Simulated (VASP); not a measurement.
Input of a VASP 6.6.1 run:

INCAR

```
PREC     = Accurate       # precision mode
ENCUT    = 520            # plane-wave cutoff, eV
EDIFF    = 1E-7           # SCF threshold, eV
ISMEAR   = 0              # smearing method
SIGMA    = 0.1            # smearing width, eV
LREAL    = False          # projectors in reciprocal space
LASPH    = True           # aspherical terms in the spheres
NELM     = 60             # most SCF steps
ALGO     = Normal         # electronic algorithm
ISIF     = 2              # what is computed and relaxed
LWAVE    = False          # write WAVECAR
LCHARG   = False          # write CHGCAR
GGA      = PE             # functional
NBANDS   = 15             # bands
```

File KPOINTS:

```
regular mesh
0
Gamma
  6 6 6
```

Contents of POSCAR:

```
TiC
1.0
    3.0293392400      0.0000000000      0.0000000000
    0.0000000000      3.0293392400      0.0000000000
    0.0000000000      0.0000000000      3.0293392400
Ti C
1 1
Direct
    0.0000000000      0.0000000000      0.0000000000
    0.5000000000      0.5000000000      0.5000000000
```

Potentials or basis: VASP PAW PBE potentials, release 64 (Ti_sv, C).

Run with:

```sh
$ cat potpaw_PBE.64/Ti_sv/POTCAR potpaw_PBE.64/C/POTCAR > POTCAR
$ mpirun -np 1 vasp_std > vasp.out
```

Question: What does it give for the pressure?

Answer: -36.4 GPa.

Question: Estimate the band gap on the k mesh.

Answer: Zero (band 8 reaches 7.51 eV, above the bottom of band 9 at 6.00 eV).
